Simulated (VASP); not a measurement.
Set up this calculation in VASP 6.6.1, as the native input.

- Task: single point
- Functional: r2SCAN
- Potentials or basis: VASP PAW PBE potentials, release 64 (Ga_d, Mo_sv)
- Cutoff: 520 eV
- k mesh: 18 × 18 × 10
- Occupations: gaussian, width 0.1 eV
- Spin: no spin polarisation
- Dipole correction: no
- Further INCAR settings: ALGO = Normal; EDIFF = 1e-07; NBANDS = 20

GaMo:

```xyz
2
Lattice="2.8711 0.0000 0.0000 -1.4356 2.4865 0.0000 0.0000 0.0000 4.3763" Properties=species:S:1:pos:R:3 pbc="T T T"
Ga    0.0000    1.6577    0.0000
Mo    0.0000    0.0000    2.1881
```

One way to write it, as run:

POSCAR

```
GaMo
1.0
    2.8711388618      0.0000000000      0.0000000000
   -1.4355694309      2.4864791921      0.0000000000
    0.0000000000      0.0000000000      4.3762735460
Ga Mo
1 1
Direct
    0.3333333333      0.6666666667      0.0000000000
    0.0000000000      0.0000000000      0.5000000000
```

INCAR.step1

```
  PREC = Accurate
  ENCUT = 520
  ISMEAR = 0
  SIGMA = 0.1
  LREAL = False
  LASPH = True
  NELM = 100
  NBANDS = 20
  GGA = PE
  ALGO = Normal
  EDIFF = 1E-4
  LWAVE = True
  LCHARG = False
```

INCAR.step2

```
  PREC = Accurate
  ENCUT = 520
  EDIFF = 1E-7
  ISMEAR = 0
  SIGMA = 0.1
  LREAL = False
  LASPH = True
  NELM = 100
  ALGO = Normal
  ISIF = 2
  LWAVE = False
  LCHARG = False
  METAGGA = R2SCAN
  LMIXTAU = True
  NBANDS = 20
  ISTART = 1
```

KPOINTS

```
regular mesh
0
Gamma
  18 18 10
```

Potentials or basis: VASP PAW PBE potentials, release 64 (Ga_d, Mo_sv).

Run with:

```bash
$ cat potpaw_PBE.64/Ga_d/POTCAR potpaw_PBE.64/Mo_sv/POTCAR > POTCAR
$ cp INCAR.step1 INCAR
$ mpirun -np 1 vasp_std > vasp.out
$ cp INCAR.step2 INCAR
$ mpirun -np 1 vasp_std > vasp.out
```

It gave:

| Quantity | Value |
| --- | --- |
| Pressure | -3.1 GPa |
| Band gap on the k mesh | zero (an odd number of electrons rules out a gap without spin polarisation) |

Caveat: the cell stands under tension; the PAW data sets were made with another functional, which shifts forces and pressure a little.

It took 6.4 min on 1 thread of Intel(R) Xeon(R) Platinum 8488C (Sapphire Rapids), on a shared host, peak memory 0.27 GiB.
